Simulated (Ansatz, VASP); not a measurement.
## Two plane-wave programs on SiC

File INCAR:

```
ALGO = Normal
EDIFF = 1E-7
ENCUT = 520
GGA = CA
ISIF = 2
ISMEAR = 0
LASPH = True
LCHARG = False
LREAL = False
LWAVE = False
NBANDS = 26
NELM = 60
PREC = Accurate
SIGMA = 0.05
```

The input KPOINTS:

```
k-points
0
Gamma
  10 10 3
```

The input POSCAR:

```
SiC
1.0
   -3.0759982064      0.0000000000      0.0000000000
   -1.5379991032     -2.6638925888      0.0000000000
   -4.2296513338     -2.4419903361     10.0960000000
Si C
4 4
Direct
   -0.2659592917     -0.2659592917      0.6537500000
    0.1923907083      0.1923907083      0.1537500000
   -0.1618009583     -0.1618009583      0.9037500000
    0.2965490417      0.2965490417      0.4037500000
   -0.4424240417     -0.4424240417      0.8462500000
    0.0159259583      0.0159259583      0.3462500000
    0.5784342917      0.5784342917      0.0962500000
    0.1200842917      0.1200842917      0.5962500000
```

Input for Ansatz:

```yaml
crystal:
  lattice:
    - [-3.0759982064, 0.0, 0.0]
    - [-1.5379991032, -2.6638925888, 0.0]
    - [-4.2296513338, -2.4419903361, 10.096]
  atoms:
    - { symbol: Si, position: [-0.2659592917, -0.2659592917, 0.65375] }
    - { symbol: Si, position: [0.1923907083, 0.1923907083, 0.15375] }
    - { symbol: Si, position: [-0.1618009583, -0.1618009583, 0.90375] }
    - { symbol: Si, position: [0.2965490417, 0.2965490417, 0.40375] }
    - { symbol: C, position: [-0.4424240417, -0.4424240417, 0.84625] }
    - { symbol: C, position: [0.0159259583, 0.0159259583, 0.34625] }
    - { symbol: C, position: [0.5784342917, 0.5784342917, 0.09625] }
    - { symbol: C, position: [0.1200842917, 0.1200842917, 0.59625] }
basis:
  ecutwfc: 420
kpoints:
  mp_grid: { grid: [10, 10, 3] }
hamiltonian:
  xc: lda
scf:
  occupations: { method: gaussian, width: 0.05 }
output:
  forces: true
  stress: true
  eigenvalues: true
```

Alike in both runs: task single point; functional LDA; k mesh 10 × 10 × 3; occupations gaussian, width 0.05 eV; no spin polarisation.

```csv
,VASP,Ansatz
version,VASP 6.6.1,Ansatz 0.2.0
potentials or method,"VASP PAW LDA potentials, release 64 (Si, C), cutoff 520 eV","scalar-relativistic, plane waves, PAW"
valence electrons in the cell,32,32
```

|  | VASP | Ansatz | Ansatz less VASP |
| --- | --- | --- | --- |
| gap on the k mesh at the Fermi level (eV) | 2.07 | 2.08 | +0.014 |
| least direct gap on the mesh (eV) | 3.74 | 3.76 | +0.015 |
| pressure (GPa) | -3.8 | -4.2 | -0.39 |
| traceless stress, the component that is largest in VASP (GPa) | -5.75 | -5.74 | +0.005 |
| rms of the force components (eV/Å) | 0.548 | 0.547 | -0.0006 |

LDA's correlation is that of Perdew and Zunger in VASP and of Perdew and Wang (1992) in Ansatz. Atom by atom the forces differ by 0.002 eV/Å (rms over components).
